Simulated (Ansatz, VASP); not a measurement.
BeCo: VASP beside Ansatz

```
CELL_PARAMETERS angstrom
2.64029 0.00000 0.00000
0.00000 2.64029 0.00000
0.00000 0.00000 2.64029
ATOMIC_POSITIONS crystal
Be 0.00000 0.00000 0.00000
Co 0.50000 0.50000 0.50000
```

Alike in both runs: task single point; functional LDA; k mesh 11 × 11 × 11; occupations fermi-dirac, width 0.05 eV; collinear spin.

```csv
,VASP,Ansatz
version,VASP 6.6.1,Ansatz 0.2.0
potentials or method,"VASP PAW LDA potentials, release 64 (Be, Co), cutoff 520 eV","plane waves, PAW"
valence electrons in the cell,11,19
```

|  | VASP | Ansatz | Ansatz less VASP |
| --- | --- | --- | --- |
| net moment per atom (μB) | 0.20 | 0.20 | +0.005 |
| size of the moment on the site where the two differ most (μB) | 0.42 | 0.43 | +0.013 |

LDA's correlation is that of Perdew and Zunger in VASP and of Perdew and Wang (1992) in Ansatz. Site moments also hang on the region over which each program counts them. VASP's potentials hold 11 valence electrons a cell and Ansatz's 19, so a difference there can come from the potentials and not from the codes. Ansatz's warnings: given moment on shells.
